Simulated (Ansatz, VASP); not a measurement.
Two plane-wave programs on GaN

File INCAR:

```
ALGO     = Normal         # electronic algorithm
EDIFF    = 1E-6           # SCF threshold, eV
ENCUT    = 520            # plane-wave cutoff, eV
GGA      = PE             # functional
ISIF     = 2              # what is computed and relaxed
ISMEAR   = 0              # smearing method
LASPH    = T              # aspherical terms in the spheres
LCHARG   = F              # write CHGCAR
LREAL    = F              # projectors in reciprocal space
LWAVE    = F              # write WAVECAR
NBANDS   = 26             # bands
NELM     = 100            # most SCF steps
PREC     = Accurate       # precision mode
SIGMA    = 0.05           # smearing width, eV
```

File KPOINTS:

```
k-points
0
Gamma
  12 12 6
```

The input POSCAR:

```
GaN
1.0
    3.2667053455      0.0000000000      0.0000000000
   -1.6333526728      2.8290498159      0.0000000000
    0.0000000000      0.0000000000      5.3216758876
Ga N
2 2
Direct
    0.3333333333      0.6666666667      0.9991316867
    0.6666666667      0.3333333333      0.4991316867
    0.3333333333      0.6666666667      0.3758683133
    0.6666666667      0.3333333333      0.8758683133
```

Input for Ansatz:

```yaml
crystal:
  lattice:
    - [3.2667053455, 0.0, 0.0]
    - [-1.6333526728, 2.8290498159, 0.0]
    - [0.0, 0.0, 5.3216758876]
  atoms:
    - { symbol: Ga, position: [0.3333333333, 0.6666666667, 0.9991316867] }
    - { symbol: Ga, position: [0.6666666667, 0.3333333333, 0.4991316867] }
    - { symbol: "N", position: [0.3333333333, 0.6666666667, 0.3758683133] }
    - { symbol: "N", position: [0.6666666667, 0.3333333333, 0.8758683133] }
basis:
  ecutwfc: 420
kpoints:
  mp_grid: { grid: [12, 12, 6] }
hamiltonian:
  xc: pbe
scf:
  occupations: { method: gaussian, width: 0.05 }
output:
  forces: true
  stress: true
  eigenvalues: true
```

Change from the starting cell: strain +0.015 along x and y, +0.015 along z, atoms carried along.

Alike in both runs: task single point; functional PBE; k mesh 12 × 12 × 6; occupations gaussian, width 0.05 eV; no spin polarisation.

|  | VASP | Ansatz |
| --- | --- | --- |
| version | VASP 6.6.1 | Ansatz 0.2.0 |
| potentials or method | VASP PAW PBE potentials, release 64 (Ga_d, N), cutoff 520 eV | scalar-relativistic, plane waves, PAW |
| valence electrons in the cell | 36 | 36 |

```csv
,VASP,Ansatz,Ansatz less VASP
gap on the k mesh at the Fermi level (eV),1.42,1.42,-0.002
least direct gap on the mesh (eV),1.42,1.42,-0.002
pressure (GPa),-6.8,-7.0,-0.19
"traceless stress, the component that is largest in VASP (GPa)",0.07,0.05,-0.017
rms of the force components (eV/Å),0.004,0.004,+0.0002
```

Atom by atom the forces differ by 0.000 eV/Å (rms over components). The functional is the same, so the differences come from potentials, cutoffs and numerics.
